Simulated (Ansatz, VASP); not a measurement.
**One calculation of InP, two programs**

File INCAR:

```
PREC = Accurate ; ENCUT = 520
EDIFF = 1E-7 ; ISMEAR = -1
SIGMA = 0.05 ; LREAL = F
LASPH = T ; NELM = 60
ALGO = Normal ; ISIF = 2
LWAVE = F ; LCHARG = F
GGA = B5 ; ALDAX = 1.0
AGGAX = 1.0 ; AGGAC = 1.0
ALDAC = 0.0 ; NBANDS = 16
```

File KPOINTS:

```
regular mesh
0
Gamma
  8 8 8
```

POSCAR

```
InP
1.0
    0.0000000000      2.9305000000      2.9305000000
    2.9305000000      0.0000000000      2.9305000000
    2.9305000000      2.9305000000      0.0000000000
In P
1 1
Direct
    0.0000000000      0.0000000000      0.0000000000
    0.7500000000      0.7500000000      0.7500000000
```

The input input.yaml:

```yaml
crystal:
  lattice:
    - [0.0, 2.9305, 2.9305]
    - [2.9305, 0.0, 2.9305]
    - [2.9305, 2.9305, 0.0]
  atoms:
    - { symbol: In, position: [0.0, 0.0, 0.0] }
    - { symbol: P, position: [0.75, 0.75, 0.75] }
kpoints:
  mp_grid: { grid: [8, 8, 8] }
  band_path:
    path:
      - [0.0, 0.0, 0.0]
      - [0.5, 0.0, 0.5]
      - [0.5, 0.25, 0.75]
      - [0.375, 0.375, 0.75]
      - [0.0, 0.0, 0.0]
      - [0.5, 0.5, 0.5]
      - [0.625, 0.25, 0.625]
      - [0.5, 0.25, 0.75]
    npoints: 12
scf:
  occupations: { method: fermi_dirac, width: 0.05 }
hamiltonian:
  xc: blyp
  pseudopotentials: { kind: all_electron, lapw: { basis_error: 0.001 } }
output:
  forces: true
  stress: true
  eigenvalues: true
```

Alike in both runs: functional BLYP; k mesh 8 × 8 × 8; occupations fermi-dirac, width 0.05 eV; no spin polarisation.

```csv
,VASP,Ansatz
version,VASP 6.6.1,Ansatz 0.2.0
potentials or method,"VASP PAW PBE potentials, release 64 (In_d, P), cutoff 520 eV","all-electron LAPW, scalar-relativistic"
task,single point,band structure
```

Ansatz gave:

| Item | Value |
| --- | --- |
| gap on the k mesh at the Fermi level (eV) | 0.60 |
| least direct gap on the mesh (eV) | 0.60 |
| pressure (GPa) | 6.7 |

Q: What did VASP give for the same quantities?

A: gap on the k mesh at the Fermi level (eV): 0.63; least direct gap on the mesh (eV): 0.63; pressure (GPa): 6.8.

VASP's potentials were made for PBE, not for BLYP. Ansatz ran all-electron here, and VASP with PAW potentials.
